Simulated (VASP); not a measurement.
# CdS2O2 (P-3m1) in VASP: a series of runs

Runs on CdS2O2. Level: PBE. Tasks: single point.

Everything below comes from runs of VASP 6.6.1. Logs are shortened: lines on timing, memory, paths and dates and some standing lists are left out, and cuts for length are marked.

## Step 1: The cell of the first run

It takes space group P-3m1 (No. 164, trigonal). Conventional cell: a = 4.201 Å, b = 4.201 Å, c = 6.911 Å, α = 90.00°, β = 90.00°, γ = 120.00°. Within 3.9 Å of Cd (site symmetry -3m) lie 6 S at 2.99 Å and 6 O at 3.52 Å. S (site symmetry 3m) has 4 O at 2.56 to 2.61 Å and 3 Cd at 2.99 Å within 3.4 Å. Within 3.6 Å of O (site symmetry 3m) lie 4 S at 2.56 to 2.61 Å and 3 O at 3.03 Å and 3 Cd at 3.52 Å.

The cell was generated, and may not be a known phase.

## Step 2: Single point, PBE

The input, INCAR:

```
SYSTEM = CdS2O2
ALGO = Normal
EDIFF = 1E-7
ENCUT = 520
GGA = PE
ISIF = 2
ISMEAR = 0
LASPH = .True.
LCHARG = .False.
LREAL = .False.
LWAVE = .False.
NBANDS = 26
NELM = 60
PREC = Accurate
SIGMA = 0.1
```

The input, KPOINTS:

```
k-points
0
Gamma
  6 6 4
  0 0 0
```

The input, POSCAR:

```
CdS2O2
1.0
    4.2009704900      0.0000000000      0.0000000000
   -2.1004852400      3.6381471600      0.0000000000
    0.0000000000      0.0000000000      6.9112448400
Cd S O
1 2 2
Direct
    0.0000000000      0.0000000000      0.0000000000
    0.6666666700      0.3333333300      0.7471000000
    0.3333333300      0.6666666700      0.2529000000
    0.3333333300      0.6666666700      0.6308000100
    0.6666666700      0.3333333300      0.3691999900
```

Potentials or basis: VASP PAW PBE potentials, release 64 (Cd, S, O).

On the command line:

```sh
> cat potpaw_PBE.64/Cd/POTCAR potpaw_PBE.64/S/POTCAR potpaw_PBE.64/O/POTCAR > POTCAR
> mpirun -np 1 vasp_std > vasp.out
```

OUTCAR:

```text
SYSTEM = CdS2O2
   EDIFF = 1E-7
   ENCUT = 520
   GGA = PE
   ISIF = 2
   ISMEAR = 0
   LASPH = .True.
   LREAL = .False.
   NELM = 60
   PREC = Accurate

 ion  position               nearest neighbor table
   1  0.000  0.000  0.000-   2 2.99   3 2.99   3 2.99   2 2.99   2 2.99   3 2.99
   2  0.667  0.333  0.747-   1 2.99   1 2.99   1 2.99
   3  0.333  0.667  0.253-   1 2.99   1 2.99   1 2.99
   4  0.333  0.667  0.631-
   5  0.667  0.333  0.369-

  LATTYP: Found a hexagonal cell.
 ALAT       =     4.2009704900
 C/A-ratio  =     1.6451543415

  Lattice vectors:

 A1 = (   4.2009704900,   0.0000000000,   0.0000000000)
 A2 = (  -2.1004852400,   3.6381471600,   0.0000000000)
 A3 = (   0.0000000000,   0.0000000000,   6.9112448400)

Analysis of symmetry for initial positions (statically):
=====================================================================
 Subroutine PRICEL returns:
 Original cell was already a primitive cell.

 Routine SETGRP: Setting up the symmetry group for a
 hexagonal supercell.

 Subroutine GETGRP returns: Found 12 space group operations
 (whereof 12 operations were pure point group operations)
 out of a pool of 24 trial point group operations.

The static configuration has the point symmetry D_3d.

Analysis of symmetry for dynamics (positions and initial velocities):
=====================================================================
 Subroutine PRICEL returns:
 Original cell was already a primitive cell.

 Routine SETGRP: Setting up the symmetry group for a
 hexagonal supercell.

 Subroutine GETGRP returns: Found 12 space group operations
 (whereof 12 operations were pure point group operations)
 out of a pool of 24 trial point group operations.

The dynamic configuration has the point symmetry D_3d.

 Subroutine INISYM returns: Found 12 space group operations
 (whereof 12 operations are pure point group operations),
 and found     1 'primitive' translations

----------------------------------------------------------------------------------------

                                     Primitive cell
[... 90 lines left out ...]
   ISPIN  =      1    spin polarized calculation?
   LNONCOLLINEAR =      F non collinear calculations
   LSORBIT =      F    spin-orbit coupling
   LASPH  =      T    aspherical Exc in radial PAW
   ENCUT  =  520.0 eV  38.22 Ry    6.18 a.u.   7.81  7.81 12.85*2*pi/ulx,y,z
   NELM   =     60;   NELMIN=  2; NELMDL= -5     # of ELM steps
   EDIFF  = 0.1E-06   stopping-criterion for ELM
   LREAL  =      F    real-space projection
   EDIFFG = 0.1E-05   stopping-criterion for IOM
   NSW    =      0    number of steps for IOM
   IBRION =     -1    ionic relax: 0-MD 1-quasi-New 2-CG
   NFREE  =      0    steps in history (QN), initial steepest desc. (CG)
   ISIF   =      2    stress and relaxation
   ISYM   =      2    0-nonsym 1-usesym 2-fastsym
   POTIM  = 0.5000    time-step for ionic-motion
   TEBEG  =    0.0;   TEEND  =   0.0 temperature during run
   PSTRESS=    0.0 pullay stress
   NELECT =      36.0000    total number of electrons
   NUPDOWN=      -1.0000    fix difference up-down
   EMIN   =  10.00;   EMAX   =-10.00  energy-range for DOS
   EFERMI =   0.00;   METHOD = LEGACY
   ISMEAR =     0;   SIGMA  =   0.10  broadening in eV -4-tet -1-fermi 0-gaus
   EFERMI_NEDOS =   21; number of points for ismear=-14 and -15
   IALGO  =     38    algorithm
   IMIX   =      4    mixing-type and parameters
     AMIX     =   0.40;   BMIX     =  1.00
     AMIX_MAG =   1.60;   BMIX_MAG =  1.00
  volume/ion in A,a.u.               =      21.13       142.56
  Fermi-wavevector in a.u.,A,eV,Ry     =   1.143528  2.160955 17.791755  1.307657
  Thomas-Fermi vector in A             =   2.280223
   LORBIT       =      0    0 simple, 1 ext, 2 COOP (PROOUT), +10 PAW based schemes
   GGA     = PE    functional components
   LHFCALC =     F    Hartree Fock is set to
   AEXX    =    0.0000 exact exchange contribution
   IVDW    =     0    specifies the selected vdW correction
   LEPSILON=     F    determine dielectric tensor
   LRPA    =     F    only Hartree local field effects (RPA)
 non-spin polarized calculation
 Gauss-broadening in eV      SIGMA  =   0.10
  energy-cutoff  :      520.00
  volume of cell :      105.63
 maximum number of plane-waves:      2862
 NGX is ok and might be reduce to    32
   NGX = 15   NGY = 15   NGZ = 25

 number of electron      36.0000002 magnetization

 Free energy of the ion-electron system (eV)
  ---------------------------------------------------
  ext. energy  EPLUGINS =         0.00000000
  ---------------------------------------------------
  free energy    TOTEN  =       -13.44682657 eV

  energy without entropy =      -13.40094708  energy(sigma->0) =      -13.42388682

 E-fermi :   0.6454     XC(G=0):  -8.9660

 val. band max:        0.6440079873   @ k =   0.3333   0.1667   0.0000
 cond. band min:       0.6470768237   @ k =   0.1667   0.0000   0.5000
 fundamental gap:      0.0030688364
 Fermi energy:         0.6453530461

 k-point     1 :       0.0000    0.0000    0.0000
  band No.  band energies     occupation
      1     -16.1613      2.00000
      2     -15.6008      2.00000
      3     -11.1458      2.00000
      4     -11.0898      2.00000
      5      -7.2578      2.00000
      6      -7.2578      2.00000
[... 685 lines left out ...]
     25       7.4067      0.00000
     26       9.7613      0.00000

------------------------ aborting loop because EDIFF is reached ----------------------------------------

  FORCE on cell =-STRESS in cart. coord.  units (eV):
  Direction    XX          YY          ZZ          XY          YZ          ZX
  --------------------------------------------------------------------------------------
  -------------------------------------------------------------------------------------
  Total       -8.5074745     -8.5074744     -8.5510914     -0.0000000     -0.0000000      0.0000000
  in kB     -129.0402110   -129.0402107   -129.7017862     -0.0000002     -0.0000000      0.0000000
  external PRESSURE =    -129.2607360 kB  Pullay stress =       0.0000000 kB

 VOLUME and BASIS-vectors are now :
 -----------------------------------------------------------------------------
  energy-cutoff  :      520.00
  volume of cell :      105.63
      direct lattice vectors                 reciprocal lattice vectors
     4.200970490  0.000000000  0.000000000     0.238040234  0.137432593  0.000000000
    -2.100485240  3.638147160  0.000000000     0.000000000  0.274865187  0.000000000
     0.000000000  0.000000000  6.911244840     0.000000000  0.000000000  0.144691734

 POSITION                                       TOTAL-FORCE (eV/Angst)
 -----------------------------------------------------------------------------------
      0.00000      0.00000      0.00000        -0.000000      0.000000     -0.000000
      2.10049      1.21272      5.16339        -0.000000      0.000000     -0.918874
     -0.00000      2.42543      1.74785        -0.000000      0.000000      0.918874
     -0.00000      2.42543      4.35961        -0.000000      0.000000      0.800553
      2.10049      1.21272      2.55163         0.000000      0.000000     -0.800553
 -----------------------------------------------------------------------------------
    total drift:                               -0.000000      0.000000      0.000000

  FREE ENERGIE OF THE ION-ELECTRON SYSTEM (eV)
  ---------------------------------------------------
  free  energy   TOTEN  =       -13.4468265669 eV

  energy  without entropy=      -13.4009470767  energy(sigma->0) =      -13.42388682
```

It took 35 s on 1 thread of AMD EPYC 9R45 (Zen 5), shared host; peak memory 0.21 GiB.

Results:

| Property | Result |
| --- | --- |
| Free energy | -13.4468 eV |
| Pressure | -12.9 GPa |
| Largest force | 0.919 eV/Å |
| Band gap on the k mesh | zero (bands 18 and 19 overlap by 0.45 eV) |

Forces on the atoms (eV/Å):
```
Cd   0.000  0.000  0.000
S    0.000  0.000 -0.919
S    0.000  0.000  0.919
O    0.000  0.000  0.801
O    0.000  0.000 -0.801
```

Levels at points of the mesh, in eV from the Fermi level:
```
           k point  band 15  band 16  band 17  band 18  band 19  band 20  band 21  band 22
(0.00, 0.00, 0.00)    -1.84    -1.02    -0.37    -0.37    -0.28     0.15     0.15     2.01
(0.50, 0.00, 0.00)    -1.74    -1.05    -0.65     0.17     0.24     0.27     0.64     2.53
(0.00, 0.00, 0.50)    -2.16    -1.08    -0.15    -0.15    -0.10    -0.10    -0.01     2.50
(0.50, 0.00, 0.50)    -2.69    -1.11    -0.77     0.14     0.26     0.73     0.76     2.32
```

Caveat: the cell stands under tension; semilocal functionals underestimate gaps, and a narrow one can read as zero.

## Step 3: Single point, PBE

This run uses another cell than the first one, of 18.34 Å³/atom.

The input, INCAR:

```
SYSTEM = CdS2O2
PREC     = Accurate       ! precision mode
ENCUT    = 520            ! plane-wave cutoff, eV
EDIFF    = 1E-6           ! SCF threshold, eV
ISMEAR   = 0              ! smearing method
SIGMA    = 0.1            ! smearing width, eV
LREAL    = .FALSE.        ! projectors in reciprocal space
LASPH    = .TRUE.         ! aspherical terms in the spheres
NELM     = 100            ! most SCF steps
ALGO     = Normal         ! electronic algorithm
ISIF     = 2              ! what is computed and relaxed
LWAVE    = .FALSE.        ! write WAVECAR
LCHARG   = .FALSE.        ! write CHGCAR
GGA      = PE             ! functional
NBANDS   = 26             ! bands
```

The input, KPOINTS:

```
Automatic mesh
0
G
  12 12 4
  0 0 0
```

The input, POSCAR:

```
CdS2O2
1.0
    3.5061650018      0.0000000000      0.0000000000
   -1.7530825009      3.0364279614      0.0000000000
    0.0000000000      0.0000000000      8.6141769947
Cd S O
1 2 2
Direct
    0.0000000000      0.0000000000      0.0000000000
    0.6666666667      0.3333333333      0.7616385946
    0.3333333333      0.6666666667      0.2383614054
    0.3333333333      0.6666666667      0.7134852959
    0.6666666667      0.3333333333      0.2865147041
```

Potentials or basis: VASP PAW PBE potentials, release 64 (Cd, S, O).

On the command line:

```sh
> cat potpaw_PBE.64/Cd/POTCAR potpaw_PBE.64/S/POTCAR potpaw_PBE.64/O/POTCAR > POTCAR
> mpirun -np 1 vasp_std > vasp.out
```

Run time: 89 s. Hardware: 1 thread of AMD EPYC 9R45 (Zen 5), shared host; peak memory 0.28 GiB.

It converged, with:

- Free energy: -16.3487 eV
- Pressure: 0.1 GPa
- Largest force: 0.024 eV/Å
- Band gap on the k mesh: zero (bands 18 and 19 overlap by 0.76 eV)

Forces in eV/Å, atoms in the order of the input:
```
Cd   0.000  0.000  0.000
S    0.000  0.000 -0.024
S    0.000  0.000  0.024
O    0.000  0.000 -0.002
O    0.000  0.000  0.002
```

Levels at points of the mesh, in eV from the Fermi level:
| k point | band 15 | band 16 | band 17 | band 18 | band 19 | band 20 | band 21 | band 22 |
| --- | --- | --- | --- | --- | --- | --- | --- | --- |
| (0.00, 0.00, 0.00) | -4.58 | -2.44 | -0.81 | 0.06 | 0.06 | 0.31 | 0.31 | 1.50 |
| (0.50, 0.00, 0.00) | -2.97 | -2.91 | -2.74 | 0.63 | 0.63 | 1.85 | 2.37 | 2.64 |
| (0.00, 0.00, 0.50) | -4.91 | -2.23 | -0.77 | 0.07 | 0.07 | 0.30 | 0.30 | 1.62 |
| (0.50, 0.00, 0.50) | -3.06 | -2.85 | -2.82 | 0.63 | 0.69 | 1.85 | 2.37 | 2.64 |

Caveat: semilocal functionals underestimate gaps, and a narrow one can read as zero.

## Step 4: Single point, PBE

This run uses another cell than the first one, of 18.34 Å³/atom.

The input, INCAR:

```
PREC = Accurate ; ENCUT = 520
EDIFF = 1E-6 ; ISMEAR = 0
SIGMA = 0.1 ; LREAL = False
LASPH = True ; NELM = 100
ALGO = Normal ; ISIF = 2
LWAVE = False ; LCHARG = False
GGA = PE ; NBANDS = 26
```

The input, KPOINTS:

```
Automatic mesh
0
Gamma
  12 12 6
```

POSCAR is that of step 3.

On the command line:

```sh
> cat potpaw_PBE.64/Cd/POTCAR potpaw_PBE.64/S/POTCAR potpaw_PBE.64/O/POTCAR > POTCAR
> mpirun -np 1 vasp_std > vasp.out
```

Wall time 2.1 min (1 thread of AMD EPYC 9R45 (Zen 5), shared host); peak memory 0.33 GiB.

It converged, with:

```yaml
Free_energy: -16.3487 eV
Pressure: 0.1 GPa
Largest_force: 0.024 eV/Å
Band_gap_on_the_k_mesh: zero (bands 18 and 19 overlap by 0.76 eV)
```

Forces in eV/Å, atoms in the order of the input:
```
Cd   0.000  0.000  0.000
S    0.000  0.000 -0.024
S    0.000  0.000  0.024
O    0.000  0.000 -0.002
O    0.000  0.000  0.002
```

Levels at points of the mesh, in eV from the Fermi level:
| k point | band 16 | band 17 | band 18 | band 19 | band 20 | band 21 |
| --- | --- | --- | --- | --- | --- | --- |
| (0.00, 0.00, 0.00) | -2.44 | -0.81 | 0.06 | 0.06 | 0.31 | 0.31 |
| (0.50, 0.00, 0.00) | -2.91 | -2.74 | 0.63 | 0.63 | 1.85 | 2.37 |
| (0.00, 0.00, 0.50) | -2.23 | -0.77 | 0.07 | 0.07 | 0.30 | 0.30 |
| (0.50, 0.00, 0.50) | -2.85 | -2.82 | 0.63 | 0.69 | 1.85 | 2.37 |

Caveat: semilocal functionals underestimate gaps, and a narrow one can read as zero.

## Step 5: Single point, PBE, collinear spin, ferromagnetic start

This run uses another cell than the first one, of 18.06 Å³/atom.

The input, INCAR:

```
SYSTEM = CdS2O2
PREC     = Accurate       ! precision mode
ENCUT    = 520            ! plane-wave cutoff, eV
EDIFF    = 1E-6           ! SCF threshold, eV
ISMEAR   = 0              ! smearing method
SIGMA    = 0.1            ! smearing width, eV
LREAL    = .False.        ! projectors in reciprocal space
LASPH    = .True.         ! aspherical terms in the spheres
NELM     = 150            ! most SCF steps
ALGO     = Normal         ! electronic algorithm
ISIF     = 2              ! what is computed and relaxed
LWAVE    = .False.        ! write WAVECAR
LCHARG   = .True.         ! write CHGCAR
ISPIN    = 2              ! spin polarisation
MAGMOM   = 0 0 0 1 1      ! initial moments
LORBIT   = 11             ! projections on sites
GGA      = PE             ! functional
LELF     = .True.         ! ELF
LVHAR    = .True.       
NBANDS   = 30             ! bands
```

The input, KPOINTS:

```
regular mesh
0
Gamma
  6 6 4
  0 0 0
```

The input, POSCAR:

```
CdS2O2
1.0
    3.4473463007     -0.0000000024      0.0000000000
   -1.7236731483      2.9854894732      0.0000000000
    0.0000000000      0.0000000000      8.7757004807
Cd S O
1 2 2
Direct
    0.0000000000      0.0000000000      0.0000000000
    0.6666666667      0.3333333333      0.7439597528
    0.3333333333      0.6666666667      0.2560402472
    0.3333333333      0.6666666667      0.6951958506
    0.6666666667      0.3333333333      0.3048041494
```

Potentials or basis: VASP PAW PBE potentials, release 64 (Cd, S, O).

On the command line:

```sh
> cat potpaw_PBE.64/Cd/POTCAR potpaw_PBE.64/S/POTCAR potpaw_PBE.64/O/POTCAR > POTCAR
> mpirun -np 1 vasp_std > vasp.out
```

OUTCAR:

```text
SYSTEM = CdS2O2
   PREC = Accurate
   ENCUT = 520
   EDIFF = 1E-6
   ISMEAR = 0
   LREAL = .False.
   LASPH = .True.
   NELM = 150
   ISIF = 2
   ISPIN = 2
   LORBIT = 11
   GGA = PE

 ion  position               nearest neighbor table
   1  0.000  0.000  0.000-   2 3.00   3 3.00   3 3.00   2 3.00   2 3.00   3 3.00
   2  0.667  0.333  0.744-   4 2.04   4 2.04   4 2.04   1 3.00   1 3.00   1 3.00
   3  0.333  0.667  0.256-   5 2.04   5 2.04   5 2.04   1 3.00   1 3.00   1 3.00
   4  0.333  0.667  0.695-   2 2.04   2 2.04   2 2.04
   5  0.667  0.333  0.305-   3 2.04   3 2.04   3 2.04

  LATTYP: Found a hexagonal cell.
 ALAT       =     3.4473463007
 C/A-ratio  =     2.5456393745

  Lattice vectors:

 A1 = (   3.4473463007,  -0.0000000024,   0.0000000000)
[... 1796 lines left out ...]

  FORCE on cell =-STRESS in cart. coord.  units (eV):
  Direction    XX          YY          ZZ          XY          YZ          ZX
  --------------------------------------------------------------------------------------
  -------------------------------------------------------------------------------------
  Total        0.1042913      0.1042913      0.2310925     -0.0000000     -0.0000000      0.0000000
  in kB        1.8500202      1.8500202      4.0993429     -0.0000000     -0.0000000      0.0000000
  external PRESSURE =       2.5997944 kB  Pullay stress =       0.0000000 kB

 VOLUME and BASIS-vectors are now :
 -----------------------------------------------------------------------------
  energy-cutoff  :      520.00
  volume of cell :       90.32
      direct lattice vectors                 reciprocal lattice vectors
     3.447346301 -0.000000002  0.000000000     0.290078197  0.167476725  0.000000000
    -1.723673148  2.985489473  0.000000000     0.000000000  0.334953450  0.000000000
     0.000000000  0.000000000  8.775700481     0.000000000  0.000000000  0.113951018

 POSITION                                       TOTAL-FORCE (eV/Angst)
 -----------------------------------------------------------------------------------
      0.00000      0.00000      0.00000         0.000000     -0.000000     -0.000000
      1.72367      0.99516      6.52877         0.000000      0.000000     -0.031619
      0.00000      1.99033      2.24693        -0.000000      0.000000      0.031619
      0.00000      1.99033      6.10083         0.000000     -0.000000     -0.000589
      1.72367      0.99516      2.67487        -0.000000      0.000000      0.000589
 -----------------------------------------------------------------------------------
    total drift:                               -0.000000      0.000000      0.000000

  FREE ENERGIE OF THE ION-ELECTRON SYSTEM (eV)
  ---------------------------------------------------
  free  energy   TOTEN  =       -16.3628696102 eV

  energy  without entropy=      -16.3511237430  energy(sigma->0) =      -16.35699668

 total charge

# of ion       s       p       d       tot
------------------------------------------
    1        0.584   0.144   9.530  10.258
    2        1.465   1.947   0.000   3.412
    3        1.465   1.947   0.000   3.412
    4        1.641   3.164   0.000   4.805
    5        1.641   3.164   0.000   4.805
--------------------------------------------------
tot          6.795  10.367   9.530  26.692

 magnetization (x)

# of ion       s       p       d       tot
------------------------------------------
    1       -0.000  -0.000  -0.000  -0.000
    2       -0.000  -0.000   0.000  -0.000
    3       -0.000  -0.000   0.000  -0.000
    4       -0.000   0.000   0.000   0.000
    5       -0.000   0.000   0.000   0.000
--------------------------------------------------
tot         -0.000  -0.000  -0.000  -0.000
```

stdout:

```text
POSCAR found type information on POSCAR CdS O
 POSCAR found :  3 types and       5 ions
 scaLAPACK will be used
 LDA part: xc-table for (Slater+PW92), standard interpolation
 POSCAR, INCAR and KPOINTS ok, starting setup
 FFT: planning ... GRIDC
 FFT: planning ... GRID_SOFT
 FFT: planning ... GRID
 WAVECAR not read
 entering main loop
```

Wall time 93 s (1 thread of AMD EPYC 9R45 (Zen 5), shared host); peak memory 0.28 GiB.

Results:

```
Free energy                                           : -16.3629 eV
Pressure                                              : 0.3 GPa
Largest force                                         : 0.032 eV/Å
Band gap on the k mesh                                : zero (filled and empty bands overlap)
Net moment                                            : 0.00 μB per cell
Valence electrons inside the program's atomic spheres : Cd 10.26; S 3.41; O 4.80
```

Forces on the atoms (eV/Å):
```
Cd   0.000  0.000  0.000
S    0.000  0.000 -0.032
S    0.000  0.000  0.032
O    0.000  0.000 -0.001
O    0.000  0.000  0.001
```

Caveat: semilocal functionals underestimate gaps, and a narrow one can read as zero.

## Step 6: Overview

| spin | cell | k mesh | gap on the mesh (eV) | pressure (GPa) | largest force (eV/Å) |
| --- | --- | --- | --- | --- | --- |
| off | a = 4.201, b = 4.201, c = 6.911 Å, angles 90.0, 90.0, 120.0°, 5 atoms, atomic positions A | 6 × 6 × 4 | none | -12.9 | 0.92 |
| off | a = 3.506, b = 3.506, c = 8.614 Å, angles 90.0, 90.0, 120.0°, 5 atoms, atomic positions B | 12 × 12 × 4 | none | 0.1 | 0.02 |
| off | a = 3.506, b = 3.506, c = 8.614 Å, angles 90.0, 90.0, 120.0°, 5 atoms, atomic positions B | 12 × 12 × 6 | none | 0.1 | 0.02 |
| collinear, ferromagnetic start | a = 3.447, b = 3.447, c = 8.776 Å, angles 90.0, 90.0, 120.0°, 5 atoms, atomic positions C | 6 × 6 × 4 | none | 0.3 | 0.03 |

Alike in all rows: task single point; level PBE; potentials or basis VASP PAW PBE potentials, release 64 (Cd, S, O); cutoff (eV) 520; smearing gaussian 0.1 eV.

Caveats: semilocal functionals underestimate gaps, and a narrow one can read as zero; the cell stands under tension (at least some runs).

Absolute energies hang on the potentials; compare differences alone.

The gap in the log of VASP goes by the Fermi energy; the results here count the filled bands.